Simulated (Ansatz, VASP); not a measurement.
# V in VASP and in Ansatz

INCAR

```
SYSTEM = V
PREC = Accurate
ENCUT = 520
EDIFF = 1E-7
ISMEAR = -1
SIGMA = 0.05
LREAL = .False.
LASPH = .True.
NELM = 150
ALGO = Normal
ISIF = 2
LWAVE = .False.
LCHARG = .True.
ISPIN = 2
MAGMOM = 1
LORBIT = 11
LMAXMIX = 4
GGA = PE
LELF = .True.
LVHAR = .True.
NBANDS = 16
```

KPOINTS

```
regular mesh
0
Gamma
  23 23 23
  0 0 0
```

POSCAR

```
V
1.0
    0.0000000000      1.9820483645      1.9820483645
    1.9820483645      0.0000000000      1.9820483645
    1.9820483645      1.9820483645      0.0000000000
V
1
Direct
    0.0000000000      0.0000000000      0.0000000000
```

Input for Ansatz:

```yaml
crystal:
  lattice:
    - [0.0, 1.9820483645, 1.9820483645]
    - [1.9820483645, 0.0, 1.9820483645]
    - [1.9820483645, 1.9820483645, 0.0]
  atoms:
    - { symbol: V, position: [0.0, 0.0, 0.0], spin: 1.0 }
hamiltonian:
  xc: pbe
  pseudopotentials:
    kind: paw
    azcp:
      V: "pseudopotentials/V.paw.azcp"
basis:
  ecutwfc: 420
  fft_grid_basis: typed
kpoints:
  mp_grid: { grid: [23, 23, 23], shift: [0, 0, 0] }
magnetization:
  spin_polarized: true
scf:
  occupations: { method: fermi_dirac, width: 0.05 }
output:
  stress: true
```

Alike in both runs: task single point; functional PBE; k mesh 23 × 23 × 23; occupations fermi-dirac, width 0.05 eV; collinear spin.

|  | VASP | Ansatz |
| --- | --- | --- |
| version | VASP 6.6.1 | Ansatz 0.2.0 |
| potentials or method | VASP PAW PBE potentials, release 64 (V_sv), cutoff 520 eV | plane waves (420 eV) with PAW, scalar-relativistic |
| valence electrons in the cell | 13 | 13 |

```tsv
	VASP	Ansatz	Ansatz less VASP
pressure (GPa)	-15.8	-16.0	-0.17
net moment per atom (μB)	0.00	0.00	0.000
```

Ansatz's warnings: seeded moment not kept.
